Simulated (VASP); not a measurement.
Ba: single point with PBE

The system is Ba.

```
Ba
1.0
     4.39590    0.00000    0.00000
    -2.19795    3.80696    0.00000
     0.00000    0.00000   11.25351
Ba
3
Direct
  0.00000 0.50000 0.83333
  0.50000 0.00000 0.50000
  0.50000 0.50000 0.16667
```

The cell was built from a structure type or drawn by symmetry, and may not be a known phase.

```yaml
Program: VASP 6.6.1
Task: single point
Functional: PBE
Potentials_or_basis: VASP PAW PBE potentials, release 64 (Ba_sv)
Cutoff: 520 eV
k_mesh: 6 × 6 × 2
Occupations: gaussian, width 0.1 eV
Spin: no spin polarisation
```

* Pressure: 0.1 GPa
* Band gap on the k mesh: zero (bands 15 and 16 overlap by 0.45 eV)

Levels at points of the mesh, in eV from the Fermi level:
```
           k point  band 11  band 12  band 13  band 14  band 15  band 16  band 17  band 18  band 19  band 20
(0.00, 0.00, 0.00)   -13.90   -13.89    -2.80    -1.44    -1.44     0.73     0.73     1.22     1.81     1.88
(0.50, 0.00, 0.00)   -13.97   -13.95    -0.85    -0.71    -0.52    -0.06     0.17     0.82     0.84     1.15
(0.00, 0.00, 0.50)   -13.90   -13.88    -2.36    -2.36    -1.01     0.87     0.94     0.94     1.76     1.78
(0.50, 0.00, 0.50)   -13.99   -13.95    -0.95    -0.66    -0.37    -0.34     0.54     0.57     1.02     1.30
```

It took 52 s on 1 thread of AMD EPYC 9R45 96-Core Processor (Zen 5), with other jobs on the host, peak memory 0.28 GiB.

Caveat: spin-orbit coupling is left out, which moves the levels of the heavy elements.
